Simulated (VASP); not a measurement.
Zn, 1 atom in the cell. Symmetry: Fm-3m, No. 225, cubic system. Conventional cell: a = 3.981 Å, b = 3.981 Å, c = 3.981 Å, α = 90.00°, β = 90.00°, γ = 90.00°. Within 3.7 Å of Zn (site symmetry m-3m) lie 12 Zn at 2.82 Å. 

| Property | Result |
| --- | --- |
| Program | VASP 6.6.1 |
| Task | single point |
| Functional | r2SCANh |
| Dispersion | D4 |
| Potentials or basis | VASP PAW PBE potentials, release 64 (Zn) |
| Cutoff | 440 eV |
| k mesh | 8 × 8 × 8 |
| Occupations | gaussian, width 0.02 eV |
| Spin | no spin polarisation |
| Dipole correction | no |
| Grid for exact exchange (PRECFOCK) | Normal |
| Further INCAR settings | ALGO = Normal; EDIFF = 1e-06; NBANDS = 12 |

Potentials or basis: VASP PAW PBE potentials, release 64 (Zn).

Launch:

```bash
$ cat potpaw_PBE.64/Zn/POTCAR > POTCAR
$ cp INCAR.step1 INCAR
$ mpirun -np 1 vasp_std > vasp.out
$ cp INCAR.step2 INCAR
$ mpirun -np 1 vasp_std > vasp.out
```

Hardware: 1 thread of Intel(R) Xeon(R) Platinum 8559C (Emerald Rapids), with other jobs on the host.

Estimate the wall time of this run.

Wall time 20 min on 1 thread of Intel(R) Xeon(R) Platinum 8559C (Emerald Rapids), on a shared host, peak memory 0.14 GiB. Counts: k points 29.
